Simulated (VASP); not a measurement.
# Ru: single point with LDA

Ru:

```
Ru
1.0
     2.70580    0.00000    0.00000
    -1.35290    2.34329    0.00000
     0.00000    0.00000    4.28190
Ru
2
Direct
  0.33333 0.66667 0.25000
  0.66667 0.33333 0.75000
```

```
Program                : VASP 6.6.1
Task                   : single point
Functional             : LDA
Potentials or basis    : VASP PAW LDA potentials, release 64 (Ru_pv)
Cutoff                 : 520 eV
k mesh                 : 9 × 9 × 4
Occupations            : gaussian, width 0.1 eV
Spin                   : no spin polarisation
Dipole correction      : no
Further INCAR settings : ALGO = Normal; EDIFF = 1e-06; NBANDS = 21
```

The pressure is -11.3 GPa. The band gap on the k mesh is zero (band 14 reaches 14.17 eV, above the bottom of band 15 at 11.11 eV).

Stress tensor (GPa, compression positive):
```
-10.25   0.00   0.00
  0.00 -10.25   0.00
  0.00   0.00 -13.50
```

Levels at points of the mesh, in eV from the Fermi level:
```csv
k point,band 10,band 11,band 12,band 13,band 14,band 15,band 16,band 17,band 18,band 19
"(0.00, 0.00, 0.00)",-2.79,-2.62,-2.10,-2.10,-1.58,-1.58,1.01,1.01,1.11,9.77
"(0.00, 0.00, 0.50)",-2.95,-2.95,-2.95,-2.91,-2.91,0.37,0.37,0.37,0.37,9.79
```

It took 18 s on 1 thread of Intel Xeon 8259CL, with other jobs on the host, peak memory 0.14 GiB.

Caveat: the k points lie up to 0.37 Å⁻¹ apart.
